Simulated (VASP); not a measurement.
# Ge (Pm-3m) in VASP: density of states with PBE

Aim: the density of states of Ge with PBE.

Everything below comes from runs of VASP 6.6.1. Logs are shortened: lines on timing, memory, paths and dates and some standing lists are left out, and cuts for length are marked.

**1. The cell of the first run**

Symmetry: Pm-3m, No. 221, cubic system. Conventional cell: a = 2.711 Å, b = 2.711 Å, c = 2.711 Å, α = 90.00°, β = 90.00°, γ = 90.00°. Within 3.6 Å of Ge (site symmetry m-3m) lie 6 Ge at 2.71 Å.

**2. Density of states, PBE**

POSCAR reads:

```
Ge
1.0
    2.7112568595      0.0000000000      0.0000000000
    0.0000000000      2.7112568595      0.0000000000
    0.0000000000      0.0000000000      2.7112568595
Ge
1
Direct
    0.0000000000      0.0000000000      0.0000000000
```

INCAR.step1 reads:

```
SYSTEM = Ge
ALGO = Normal
EDIFF = 1E-7
ENCUT = 520
GGA = PE
ISIF = 2
ISMEAR = 0
LASPH = .True.
LCHARG = .True.
LREAL = .False.
LWAVE = .False.
NBANDS = 13
NELM = 100
PREC = Accurate
SIGMA = 0.1
```

KPOINTS.step1 reads:

```
k-points
0
Gamma
  20 20 20
  0 0 0
```

INCAR.step2 reads:

```
SYSTEM = Ge
ALGO = Normal
EDIFF = 1E-7
ENCUT = 520
GGA = PE
ICHARG = 11
ISIF = 2
ISMEAR = -5
LASPH = .True.
LCHARG = .False.
LORBIT = 10
LREAL = .False.
LWAVE = .False.
NBANDS = 13
NEDOS = 2001
NELM = 100
PREC = Accurate
SIGMA = 0.1
```

KPOINTS.step2 reads:

```
k-points
0
Gamma
  30 30 30
  0 0 0
```

Potentials or basis: VASP PAW PBE potentials, release 64 (Ge_d).

Started as:

```sh
$ cat potpaw_PBE.64/Ge_d/POTCAR > POTCAR
$ cp INCAR.step1 INCAR
$ cp KPOINTS.step1 KPOINTS
$ mpirun -np 1 vasp_std > vasp.out
$ cp INCAR.step2 INCAR
$ cp KPOINTS.step2 KPOINTS
$ mpirun -np 1 vasp_std > vasp.out
```

OUTCAR:

```text
SYSTEM = Ge
   EDIFF = 1E-7
   ENCUT = 520
   GGA = PE
   ICHARG = 11
   ISIF = 2
   ISMEAR = -5
   LASPH = .True.
   LORBIT = 10
   LREAL = .False.
   NELM = 100
   PREC = Accurate

 ion  position               nearest neighbor table
   1  0.000  0.000  0.000-

  LATTYP: Found a simple cubic cell.
 ALAT       =     2.7112568595

  Lattice vectors:

 A1 = (   2.7112568595,   0.0000000000,   0.0000000000)
 A2 = (   0.0000000000,   2.7112568595,   0.0000000000)
 A3 = (   0.0000000000,   0.0000000000,   2.7112568595)

Analysis of symmetry for initial positions (statically):
=====================================================================
 Subroutine PRICEL returns:
 Original cell was already a primitive cell.

 Routine SETGRP: Setting up the symmetry group for a
 simple cubic supercell.

 Subroutine GETGRP returns: Found 48 space group operations
 (whereof 48 operations were pure point group operations)
 out of a pool of 48 trial point group operations.

The static configuration has the point symmetry O_h .

Analysis of symmetry for dynamics (positions and initial velocities):
=====================================================================
 Subroutine PRICEL returns:
 Original cell was already a primitive cell.

 Routine SETGRP: Setting up the symmetry group for a
 simple cubic supercell.

 Subroutine GETGRP returns: Found 48 space group operations
 (whereof 48 operations were pure point group operations)
 out of a pool of 48 trial point group operations.

The dynamic configuration has the point symmetry O_h .

 Subroutine INISYM returns: Found 48 space group operations
 (whereof 48 operations are pure point group operations),
 and found     1 'primitive' translations

----------------------------------------------------------------------------------------

                                     Primitive cell

  volume of cell :      19.9302

  direct lattice vectors                    reciprocal lattice vectors
     2.711256860  0.000000000  0.000000000     0.368832631  0.000000000  0.000000000
     0.000000000  2.711256860  0.000000000     0.000000000  0.368832631  0.000000000
     0.000000000  0.000000000  2.711256860     0.000000000  0.000000000  0.368832631

  length of vectors
     2.711256860  2.711256860  2.711256860     0.368832631  0.368832631  0.368832631

  position of ions in fractional coordinates (direct lattice)
     0.000000000  0.000000000  0.000000000

  ion indices of the primitive-cell ions
   primitive index   ion index
                 1           1

----------------------------------------------------------------------------------------

 KPOINTS: k-points

Automatic generation of k-mesh.
 Grid dimensions read from file:
 generate k-points for:   30   30   30

 Generating k-lattice:

  Cartesian coordinates                     Fractional coordinates (reciprocal lattice)
     0.012294421  0.000000000  0.000000000     0.033333333  0.000000000  0.000000000
     0.000000000  0.012294421  0.000000000     0.000000000  0.033333333  0.000000000
     0.000000000  0.000000000  0.012294421     0.000000000  0.000000000  0.033333333

  Length of vectors
     0.012294421  0.012294421  0.012294421

  Shift w.r.t. Gamma in fractional coordinates (k-lattice)
     0.000000000  0.000000000  0.000000000

 TETIRR: Found  13472 inequivalent tetrahedra from   162000

 Subroutine IBZKPT returns following result:
 ===========================================

 Found    816 irreducible k-points:

 Following reciprocal coordinates:
            Coordinates               Weight
  0.000000  0.000000  0.000000      1.000000
  0.033333  0.000000  0.000000      6.000000
  0.066667  0.000000  0.000000      6.000000
  0.100000  0.000000  0.000000      6.000000
  0.133333  0.000000  0.000000      6.000000
  0.166667  0.000000  0.000000      6.000000
[... 16 lines left out ...]
  0.233333  0.033333  0.000000     24.000000
  0.266667  0.033333  0.000000     24.000000
 [... further k-points ...]
   k-points           NKPTS =    816   k-points in BZ     NKDIM =    816   number of bands    NBANDS=     13
   number of dos      NEDOS =   2001   number of ions     NIONS =      1
   total plane-waves  NPLWV =   8000
   dimension x,y,z NGX =    20 NGY =   20 NGZ =   20
   dimension x,y,z NGXF=    40 NGYF=   40 NGZF=   40
   ions per type =               1
   NGX,Y,Z   is equivalent  to a cutoff of  12.26, 12.26, 12.26 a.u.
   NGXF,Y,Z  is equivalent  to a cutoff of  24.53, 24.53, 24.53 a.u.
 SYSTEM =  Ge
   PREC   = accura    normal or accurate (medium, high low for compatibility)
   ISTART =      0    job   : 0-new  1-cont  2-samecut
   ICHARG =     11    charge: 1-file 2-atom 10-const
   ISPIN  =      1    spin polarized calculation?
   LNONCOLLINEAR =      F non collinear calculations
   LSORBIT =      F    spin-orbit coupling
   LASPH  =      T    aspherical Exc in radial PAW
   ENCUT  =  520.0 eV  38.22 Ry    6.18 a.u.   5.04  5.04  5.04*2*pi/ulx,y,z
   NELM   =    100;   NELMIN=  2; NELMDL=  0     # of ELM steps
   EDIFF  = 0.1E-06   stopping-criterion for ELM
   LREAL  =      F    real-space projection
   EDIFFG = 0.1E-05   stopping-criterion for IOM
   NSW    =      0    number of steps for IOM
   IBRION =     -1    ionic relax: 0-MD 1-quasi-New 2-CG
   NFREE  =      0    steps in history (QN), initial steepest desc. (CG)
   ISIF   =      2    stress and relaxation
   ISYM   =      2    0-nonsym 1-usesym 2-fastsym
   POTIM  = 0.5000    time-step for ionic-motion
   TEBEG  =    0.0;   TEEND  =   0.0 temperature during run
   PSTRESS=    0.0 pullay stress
   NELECT =      14.0000    total number of electrons
   NUPDOWN=      -1.0000    fix difference up-down
   EMIN   =  10.00;   EMAX   =-10.00  energy-range for DOS
   EFERMI =   0.00;   METHOD = LEGACY
   ISMEAR =    -5;   SIGMA  =   0.10  broadening in eV -4-tet -1-fermi 0-gaus
   EFERMI_NEDOS =   21; number of points for ismear=-14 and -15
   IALGO  =     38    algorithm
   IMIX   =      4    mixing-type and parameters
     AMIX     =   0.40;   BMIX     =  1.00
     AMIX_MAG =   1.60;   BMIX_MAG =  1.00
  volume/ion in A,a.u.               =      19.93       134.50
  Fermi-wavevector in a.u.,A,eV,Ry     =   1.455281  2.750082 28.814999  2.117843
  Thomas-Fermi vector in A             =   2.572334
   LORBIT       =     10    0 simple, 1 ext, 2 COOP (PROOUT), +10 PAW based schemes
   GGA     = PE    functional components
   LHFCALC =     F    Hartree Fock is set to
   AEXX    =    0.0000 exact exchange contribution
   IVDW    =     0    specifies the selected vdW correction
   LEPSILON=     F    determine dielectric tensor
   LRPA    =     F    only Hartree local field effects (RPA)
 non-spin polarized calculation
 Fermi weights with tetrahedron method with Bloechl corrections
  energy-cutoff  :      520.00
  volume of cell :       19.93
 maximum number of plane-waves:       554

 number of electron      13.9999969 magnetization

 Free energy of the ion-electron system (eV)
  ---------------------------------------------------
  ext. energy  EPLUGINS =         0.00000000
  ---------------------------------------------------
  free energy    TOTEN  =        -4.27210663 eV

  energy without entropy =       -4.27210663  energy(sigma->0) =       -4.27210663

 E-fermi :   5.9011     XC(G=0): -10.9062

 val. band max:        5.9744958358   @ k =   0.4000   0.4000   0.3667
 cond. band min:       5.8367839159   @ k =   0.3333   0.3333   0.1333
 fundamental gap:     -0.1377119199
 Fermi energy:         5.9010701436

 k-point     1 :       0.0000    0.0000    0.0000
  band No.  band energies     occupation
      1     -18.7626      2.00000
      2     -18.7626      2.00000
      3     -18.5194      2.00000
      4     -18.5194      2.00000
      5     -18.5194      2.00000
      6      -6.8167      2.00000
      7      12.4901      0.00000
      8      12.4901      0.00000
      9      12.4901      0.00000
     10      15.9264      0.00000
     11      15.9264      0.00000
     12      18.3329      0.00000
     13      34.5308      0.00000

 k-point     2 :       0.0333    0.0000    0.0000
  band No.  band energies     occupation
      1     -18.7625      2.00000
      2     -18.7605      2.00000
      3     -18.5201      2.00000
      4     -18.5201      2.00000
      5     -18.5193      2.00000
      6      -6.7950      2.00000
      7      12.0930      0.00000
      8      12.5110      0.00000
      9      12.5110      0.00000
     10      15.9458      0.00000
     11      16.2593      0.00000
     12      18.4537      0.00000
     13      33.4882      0.00000

 k-point     3 :       0.0667    0.0000    0.0000
  band No.  band energies     occupation
      1     -18.7621      2.00000
      2     -18.7544      2.00000
      3     -18.5221      2.00000
      4     -18.5221      2.00000
      5     -18.5191      2.00000
      6      -6.7299      2.00000
      7      11.2072      0.00000
      8      12.5735      0.00000
      9      12.5735      0.00000
     10      16.0038      0.00000
     11      16.8763      0.00000
     12      18.8915      0.00000
     13      32.2632      0.00000

 k-point     4 :       0.1000    0.0000    0.0000
  band No.  band energies     occupation
      1     -18.7614      2.00000
      2     -18.7444      2.00000
      3     -18.5255      2.00000
      4     -18.5255      2.00000
      5     -18.5189      2.00000
      6      -6.6216      2.00000
      7      10.1590      0.00000
      8      12.6768      0.00000
      9      12.6768      0.00000
     10      16.1003      0.00000
     11      17.3503      0.00000
     12      19.7449      0.00000
     13      31.0793      0.00000

 k-point     5 :       0.1333    0.0000    0.0000
  band No.  band energies     occupation
      1     -18.7605      2.00000
      2     -18.7311      2.00000
      3     -18.5299      2.00000
      4     -18.5299      2.00000
      5     -18.5185      2.00000
      6      -6.4703      2.00000
      7       9.0699      0.00000
      8      12.8198      0.00000
      9      12.8198      0.00000
     10      16.2351      0.00000
     11      17.6633      0.00000
     12      20.9050      0.00000
     13      29.9415      0.00000
[... 257 lines left out ...]
 k-point    22 :       0.2000    0.0333    0.0000
  band No.  band energies     occupation
      1     -18.7565      2.00000
      2     -18.6961      2.00000
      3     -18.5421      2.00000
      4     -18.5412      2.00000
      5     -18.5182      2.00000
      6      -6.0186      2.00000
      7       6.9426     -0.00339
      8      12.8324      0.00000
      9      13.2374      0.00000
     10      16.8578      0.00000
     11      18.3669      0.00000
     12      23.5491      0.00000
     13      27.1071      0.00000

 k-point    23 :       0.2333    0.0333    0.0000
  band No.  band energies     occupation
      1     -18.7551      2.00000
      2     -18.6767      2.00000
      3     -18.5486      2.00000
      4     -18.5477      2.00000
      5     -18.5177      2.00000
      6      -5.7416      2.00000
      7       5.9153      0.81230
      8      13.0814      0.00000
      9      13.4847      0.00000
     10      17.1034      0.00000
     11      18.6307      0.00000
     12      24.7305      0.00000
     13      26.2501      0.00000

 k-point    24 :       0.2667    0.0333    0.0000
  band No.  band energies     occupation
      1     -18.7538      2.00000
      2     -18.6569      2.00000
      3     -18.5553      2.00000
      4     -18.5543      2.00000
      5     -18.5172      2.00000
      6      -5.4256      2.00000
      7       4.9295      2.14878
      8      13.3580      0.00000
      9      13.7583      0.00000
     10      17.3824      0.00000
     11      18.9163      0.00000
     12      24.9210      0.00000
     13      25.9331      0.00000

 [... further k-points ...]

------------------------ aborting loop because EDIFF is reached ----------------------------------------

  FORCE on cell =-STRESS in cart. coord.  units (eV):
  Direction    XX          YY          ZZ          XY          YZ          ZX
  --------------------------------------------------------------------------------------
  -------------------------------------------------------------------------------------
  Total       -0.0317839     -0.0317839     -0.0317839     -0.0000000      0.0000000      0.0000000
  in kB       -2.5550842     -2.5550842     -2.5550842     -0.0000000      0.0000000      0.0000000
  external PRESSURE =      -2.5550842 kB  Pullay stress =       0.0000000 kB

 VOLUME and BASIS-vectors are now :
 -----------------------------------------------------------------------------
  energy-cutoff  :      520.00
  volume of cell :       19.93
      direct lattice vectors                 reciprocal lattice vectors
     2.711256860  0.000000000  0.000000000     0.368832631  0.000000000  0.000000000
     0.000000000  2.711256860  0.000000000     0.000000000  0.368832631  0.000000000
     0.000000000  0.000000000  2.711256860     0.000000000  0.000000000  0.368832631

 POSITION                                       TOTAL-FORCE (eV/Angst)
 -----------------------------------------------------------------------------------
      0.00000      0.00000      0.00000         0.000000      0.000000      0.000000
 -----------------------------------------------------------------------------------
    total drift:                                0.000000      0.000000     -0.000000

  FREE ENERGIE OF THE ION-ELECTRON SYSTEM (eV)
  ---------------------------------------------------
  free  energy   TOTEN  =        -4.2721066337 eV

  energy  without entropy=       -4.2721066337  energy(sigma->0) =       -4.27210663

 total charge

# of ion       s       p       d       tot
------------------------------------------
    1        1.206   1.024  10.018  12.247
```

Run time: 78 s. Hardware: 1 thread of Intel Xeon Platinum 8488C (Sapphire Rapids), shared host; peak memory 0.31 GiB.

What came out:

| Quantity | Value |
| --- | --- |
| Valence electrons inside the program's atomic spheres | Ge 12.25 |

Caveat: tetrahedron occupations give inexact forces and stress in metals.
